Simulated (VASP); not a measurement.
Here is a VASP 6.6.1 calculation.

INCAR

```
  PREC = Accurate
  ENCUT = 520
  EDIFF = 1E-6
  ISMEAR = 0
  SIGMA = 0.1
  LREAL = F
  LASPH = T
  NELM = 60
  ALGO = Normal
  ISIF = 2
  LWAVE = F
  LCHARG = F
  GGA = PE
  NBANDS = 34
```

Contents of KPOINTS:

```
Automatic mesh
0
Gamma
  12 12 6
```

POSCAR

```
Ti2NbC3
1.0
    3.3512229000      0.0000000000      0.0000000000
   -1.6756114500      2.9022441652      0.0000000000
    0.0000000000      0.0000000000      7.7139651140
Ti Nb C
2 1 3
Direct
    0.6666666667      0.3333333333      0.3354368451
    0.6666666667      0.3333333333      0.6645631549
    0.0000000000      0.0000000000      0.0000000000
    0.0000000000      0.0000000000      0.5000000000
    0.3333333333      0.6666666667      0.0000000000
    0.3333333333      0.6666666667      0.5000000000
```

Potentials or basis: VASP PAW PBE potentials, release 64 (Ti_sv, Nb_sv, C).

Launch:

```bash
$ cat potpaw_PBE.64/Ti_sv/POTCAR potpaw_PBE.64/Nb_sv/POTCAR potpaw_PBE.64/C/POTCAR > POTCAR
$ mpirun -np 1 vasp_std > vasp.out
```

Problem. Predict the largest force.

Solution. 0.049 eV/Å.

Problem. Predict the pressure.

Solution. 0.1 GPa.

Forces on the atoms (eV/Å):
```
Ti   0.000  0.000 -0.049
Ti   0.000  0.000  0.049
Nb   0.000  0.000  0.000
C    0.000  0.000  0.000
C    0.000  0.000  0.000
C    0.000  0.000  0.000
```
